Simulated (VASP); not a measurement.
Wanted: the native input for a VASP 6.6.1 run.

| Quantity | Value |
| --- | --- |
| Task | single point |
| Functional | PBE |
| Potentials or basis | VASP PAW PBE potentials, release 64 (Al) |
| Cutoff | 520 eV |
| k mesh | 10 × 10 × 7 |
| Occupations | fermi-dirac, width 0.05 eV |
| Spin | no spin polarisation |
| Dipole correction | no |
| Further INCAR settings | ALGO = Normal; EDIFF = 1e-06; NBANDS = 14 |

The structure of Al lies in POSCAR:

```
Al
1.0
    3.5847388344      0.0000000000      0.0000000000
   -1.7923694172      3.1044748965      0.0000000000
    0.0000000000      0.0000000000      4.6882986930
Al
4
Direct
    0.0000000000      0.0000000000      0.0000000000
    0.0000000000      0.0000000000      0.5000000000
    0.3333333333      0.6666666667      0.2500000000
    0.6666666667      0.3333333333      0.7500000000
```

The input as run:

INCAR

```
ALGO = Normal
EDIFF = 1E-6
ENCUT = 520
GGA = PE
ISIF = 2
ISMEAR = -1
LASPH = True
LCHARG = True
LELF = True
LREAL = False
LVHAR = True
LWAVE = False
NBANDS = 14
NELM = 100
PREC = Accurate
SIGMA = 0.05
```

KPOINTS

```
k-points
0
Gamma
  10 10 7
```

Potentials or basis: VASP PAW PBE potentials, release 64 (Al).

Command:

```console
$ cat potpaw_PBE.64/Al/POTCAR > POTCAR
$ mpirun -np 1 vasp_std > vasp.out
```

It gave:

The pressure is 63.0 GPa and the band gap on the k mesh is zero (band 6 reaches 12.11 eV, above the bottom of band 7 at 8.52 eV).

Run time: 25 s on 1 thread of Intel(R) Xeon(R) Platinum 8488C (Sapphire Rapids), with other jobs on the host, peak memory 0.17 GiB.
